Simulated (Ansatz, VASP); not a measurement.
# Two plane-wave programs on B4MoRu

File INCAR:

```
SYSTEM = B4MoRu
  PREC = Accurate
  ENCUT = 520
  EDIFF = 1E-6
  ISMEAR = 0
  SIGMA = 0.1
  LREAL = .FALSE.
  LASPH = .TRUE.
  NELM = 150
  ALGO = Normal
  ISIF = 2
  LWAVE = .FALSE.
  LCHARG = .TRUE.
  ISPIN = 2
  MAGMOM = 0 0 0 0 1 1
  LORBIT = 11
  LMAXMIX = 4
  GGA = PE
  LELF = .TRUE.
  LVHAR = .TRUE.
  NBANDS = 33
```

Contents of KPOINTS:

```
Automatic mesh
0
G
  4 4 6
  0 0 0
```

File POSCAR:

```
B4MoRu
1.0
    2.4288430814     -3.8266872567      0.0000000000
    2.4288430814      3.8266872567      0.0000000000
    0.0000000000      0.0000000000      2.8929845822
B Mo Ru
4 1 1
Direct
    0.2126681528      0.7873318472      0.0000000000
    0.7873318472      0.2126681528      0.0000000000
    0.0000000000      0.5000000000      0.5000000000
    0.5000000000      0.0000000000      0.5000000000
    0.5000000000      0.5000000000      0.0000000000
    0.0000000000      0.0000000000      0.5000000000
```

Input for Ansatz:

```yaml
crystal:
  lattice:
    - [2.4288430814, -3.8266872567, 0.0]
    - [2.4288430814, 3.8266872567, 0.0]
    - [0.0, 0.0, 2.8929845822]
  atoms:
    - { symbol: B, position: [0.2126681528, 0.7873318472, 0.0] }
    - { symbol: B, position: [0.7873318472, 0.2126681528, 0.0] }
    - { symbol: B, position: [0.0, 0.5, 0.5] }
    - { symbol: B, position: [0.5, 0.0, 0.5] }
    - { symbol: Mo, position: [0.5, 0.5, 0.0], spin: 1.0 }
    - { symbol: Ru, position: [0.0, 0.0, 0.5], spin: 1.0 }
basis:
  ecutwfc: 420
kpoints:
  mp_grid: { grid: [4, 4, 6] }
hamiltonian:
  xc: pbe
scf:
  occupations: { method: gaussian, width: 0.1 }
  lower_state_search: "off"
output:
  forces: true
  stress: true
  eigenvalues: true
  populations: true
magnetization:
  spin_polarized: true
```

Change from the starting cell: species swapped into the CeGaCu4 type (Cmmm, No. 65).

Alike in both runs: task single point; functional PBE; k mesh 4 × 4 × 6; occupations gaussian, width 0.1 eV; collinear spin.

```csv
,VASP,Ansatz
version,VASP 6.6.1,Ansatz 0.2.0
potentials or method,"VASP PAW PBE potentials, release 64 (B, Mo_sv, Ru_pv), cutoff 520 eV","scalar-relativistic, plane waves, PAW"
valence electrons in the cell,40,42
```

|  | VASP | Ansatz | Ansatz less VASP |
| --- | --- | --- | --- |
| gap on the k mesh at the Fermi level (eV) | none | none | - |
| pressure (GPa) | 0.1 | 0.0 | -0.14 |
| traceless stress, the component that is largest in VASP (GPa) | -0.17 | -0.11 | +0.058 |
| rms of the force components (eV/Å) | 0.004 | 0.003 | -0.0013 |
| net moment per atom (μB) | 0.00 | 0.00 | 0.000 |

Atom by atom the forces differ by 0.001 eV/Å (rms over components). A gap of «none» marks a metal or a gap that the smearing closes. VASP's potentials hold 40 valence electrons a cell and Ansatz's 42, so a difference there can come from the potentials and not from the codes. Ansatz's warnings: seeded moment not kept.

The k mesh is coarse, so the values compare programs but aren't converged.
